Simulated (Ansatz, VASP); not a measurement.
**Ru in VASP and in Ansatz**

```
Ru
1.0
    -1.50921    1.50921    1.50921
     1.50921   -1.50921    1.50921
     1.50921    1.50921   -1.50921
Ru
1
Direct
  0.00000 0.00000 0.00000
```

Alike in both runs: functional PBEsol; k mesh 20 × 20 × 20; occupations gaussian, width 0.1 eV; no spin polarisation.

Ansatz relaxed the structure, and its values are those at the end. VASP's run is a single point on that final structure, the one shown.

|  | VASP | Ansatz |
| --- | --- | --- |
| version | VASP 6.6.1 | Ansatz 0.2.0 |
| potentials or method | VASP PAW PBE potentials, release 64 (Ru_pv), cutoff 520 eV | scalar-relativistic, plane waves, PAW |
| valence electrons in the cell | 14 | 16 |

|  | VASP | Ansatz | Ansatz less VASP |
| --- | --- | --- | --- |
| gap on the k mesh at the Fermi level (eV) | none | none | - |
| pressure (GPa) | -0.1 | 0.0 | +0.07 |

VASP's potentials were made for PBE, not for PBEsol. A gap of «none» marks a metal or a gap that the smearing closes. The functional is the same, so the differences come from potentials, cutoffs and numerics. VASP's potentials hold 14 valence electrons a cell and Ansatz's 16, so a difference there can come from the potentials and not from the codes.
